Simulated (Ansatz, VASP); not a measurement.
# GaC18: VASP beside Ansatz

```
C Ga
1.0
     7.39800    0.00000    0.00000
    -3.69900    6.40686    0.00000
     0.00000    0.00000   12.00000
C Ga
18 1
Direct
  0.99370 0.99694 0.08265
  0.21559 0.10788 0.08297
  0.99285 0.33061 0.08297
  0.21455 0.44067 0.08287
  0.99284 0.66241 0.08297
  0.21455 0.77406 0.08287
  0.32567 0.99626 0.08288
  0.54739 0.10791 0.08297
  0.32567 0.32958 0.08288
  0.54739 0.43965 0.08297
  0.32461 0.66239 0.08296
  0.54655 0.77336 0.08265
  0.65836 0.99698 0.08267
  0.88193 0.10872 0.08267
  0.65903 0.32960 0.08288
  0.88122 0.44070 0.08289
  0.65836 0.66156 0.08267
  0.88192 0.77338 0.08267
  0.77030 0.88523 0.25642
```

Alike in both runs: functional LDA; k mesh 2 × 2 × 1; occupations gaussian, width 0.02 eV; collinear spin.

Ansatz relaxed the structure, and its values are those at the end. VASP's run is a single point on that final structure, the one shown.

|  | VASP | Ansatz |
| --- | --- | --- |
| version | VASP 6.6.1 | Ansatz 0.2.0 |
| potentials or method | VASP PAW LDA potentials, release 64 (C, Ga_d), cutoff 520 eV | scalar-relativistic, plane waves, PAW |
| valence electrons in the cell | 85 | 85 |

|  | VASP | Ansatz | Ansatz less VASP |
| --- | --- | --- | --- |
| rms of the force components (eV/Å) | 0.008 | 0.005 | -0.0032 |
| net moment per atom (μB) | 0.00 | 0.00 | 0.000 |

LDA's correlation is that of Perdew and Zunger in VASP and of Perdew and Wang (1992) in Ansatz. Ansatz's warnings: filled band counts differ across k points, seeded moment not kept.

The k mesh is coarse, so the values compare programs but aren't converged.
